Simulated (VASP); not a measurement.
# Os: single point with LDA

Crystal: Os.

```xyz
1
Lattice="0.0000 1.8884 1.8884 1.8884 0.0000 1.8884 1.8884 1.8884 0.0000" Properties=species:S:1:pos:R:3 pbc="T T T"
Os    0.0000    0.0000    0.0000
```

This isn't the form of Os at room conditions, which is hcp.

```yaml
Program: VASP 6.6.1
Task: single point
Functional: LDA
Potentials_or_basis: VASP PAW LDA potentials, release 64 (Os_sv_GW)
Cutoff: 560 eV
k_mesh: 10 × 10 × 10
Occupations: fermi-dirac, width 0.05 eV
Spin: no spin polarisation
Dipole_correction: no
Further_INCAR_settings: ALGO = Normal; EDIFF = 1e-06; NBANDS = 14
```

- Pressure: 10.6 GPa
- Band gap on the k mesh: zero (bands 8 and 9 overlap by 4.28 eV)

Levels at points of the mesh, in eV from the Fermi level:
```tsv
k point	band 4	band 5	band 6	band 7	band 8	band 9	band 10	band 11	band 12	band 13
(0.00, 0.00, 0.00)	-45.21	-11.15	-3.25	-3.25	-3.25	0.02	0.02	13.26	19.21	19.21
(0.50, 0.00, 0.00)	-45.38	-8.10	-3.41	-3.41	-0.16	2.60	2.60	9.51	12.97	19.81
(0.50, 0.50, 0.00)	-45.67	-8.05	-7.34	2.50	2.58	3.34	3.34	12.22	12.22	12.94
```

It took 9.9 s on 1 thread of AMD EPYC 7R13 Processor (Zen 3), on a shared host, peak memory 0.11 GiB.

Caveat: the cell stands under pressure; spin-orbit coupling is left out, which moves the levels of the heavy elements.
